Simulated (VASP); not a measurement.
## CuO: single point with PBEsol

The system is CuO.

```xyz
4
Lattice="1.9910 -2.1536 0.0000 1.9910 2.1536 0.0000 0.0000 0.0000 5.1559" Properties=species:S:1:pos:R:3 pbc="T T T"
Cu    0.9955    1.0768    0.0000
Cu    0.9955   -1.0768    2.5780
O     1.9910    0.0000    1.2890
O     1.9910    0.0000    3.8669
```

```yaml
Program: VASP 6.6.1
Task: single point
Functional: PBEsol
Potentials_or_basis: VASP PAW PBE potentials, release 64 (Cu, O)
Cutoff: 520 eV
k_mesh: 4 × 4 × 4
Occupations: gaussian, width 0.1 eV
Spin: no spin polarisation
Dipole_correction: no
Further_INCAR_settings: ALGO = Normal; EDIFF = 1e-06; NBANDS = 25
```

```json
{"Pressure": "-5.5 GPa", "Band gap on the k mesh": "zero (band 17 reaches 5.32 eV, above the bottom of band 18 at 4.22 eV)"}
```

Stress tensor (GPa, compression positive):
```
-4.09  0.00  0.00
 0.00 -5.54  0.00
 0.00  0.00 -6.75
```

Levels at points of the mesh, in eV from the Fermi level:
| k point | band 13 | band 14 | band 15 | band 16 | band 17 | band 18 | band 19 | band 20 | band 21 | band 22 |
| --- | --- | --- | --- | --- | --- | --- | --- | --- | --- | --- |
| (0.00, 0.00, 0.00) | -2.39 | -2.38 | -2.31 | -1.92 | 0.53 | 0.71 | 1.31 | 5.94 | 7.20 | 13.12 |
| (0.50, 0.00, 0.00) | -2.29 | -1.90 | -1.59 | -1.53 | 0.16 | 0.41 | 3.56 | 5.82 | 6.26 | 10.83 |
| (0.50, 0.50, 0.00) | -2.38 | -2.35 | -1.67 | -1.24 | -1.18 | 1.07 | 2.05 | 7.14 | 9.02 | 10.25 |
| (0.00, 0.00, 0.50) | -2.30 | -2.30 | -1.58 | -1.58 | 0.05 | 0.05 | 3.38 | 3.38 | 11.48 | 11.48 |
| (0.50, 0.00, 0.50) | -2.39 | -2.35 | -2.02 | -1.84 | -0.21 | 0.62 | 4.22 | 5.81 | 7.98 | 8.60 |
| (0.50, 0.50, 0.50) | -1.92 | -1.92 | -1.43 | -1.43 | -0.57 | -0.57 | 3.93 | 3.93 | 9.98 | 9.98 |

Wall time 51 s on 1 thread of AMD EPYC 7R13 (shared host), peak memory 0.13 GiB.

Caveat: the k points lie up to 0.54 Å⁻¹ apart; the PAW data sets were made with another functional, which shifts forces and pressure a little; semilocal functionals often make such compounds metallic where correlation or magnetic order opens a gap, which also shifts bond lengths. With open d or f shells a metallic result of PBEsol can be an artefact of self-interaction; +U or a hybrid may open a gap.
